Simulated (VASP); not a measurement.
Runs of VASP 6.6.1 on HfN. The structure is cubic, space group Fm-3m (No. 225). Conventional cell: a = 4.512 Å, b = 4.512 Å, c = 4.512 Å, α = 90.00°, β = 90.00°, γ = 90.00°. Hf (site symmetry m-3m) has 6 N at 2.26 Å within 3.0 Å. N (site symmetry m-3m) has 6 Hf at 2.26 Å within 3.0 Å. 

| k mesh | gap on the mesh (eV) | pressure (GPa) |
| --- | --- | --- |
| 4 × 4 × 4 | none | 0.1 |
| 7 × 7 × 7 | none | 0.1 |
| 3 × 3 × 3 | none | 2.1 |
| 6 × 6 × 6 | none | -0.3 |
| 5 × 5 × 5 | none | (a) |

Alike in all rows: task single point; level r2SCAN; potentials or basis VASP PAW PBE potentials, release 64 (Hf_pv, N); no spin polarisation; cell as given; cutoff (eV) 660; smearing methfessel-paxton 0.1 eV.

Estimate the missing entries.

(a) -0.2.

Caveats: some runs use coarse meshes; the PAW data sets were made with another functional, which shifts forces and pressure a little; spin-orbit coupling is left out, which moves the levels of the heavy elements.

A k mesh can miss the band edges, and the runs leave out spin-orbit coupling on Hf.

A gap of «none» marks levels without a gap at the run's occupations.
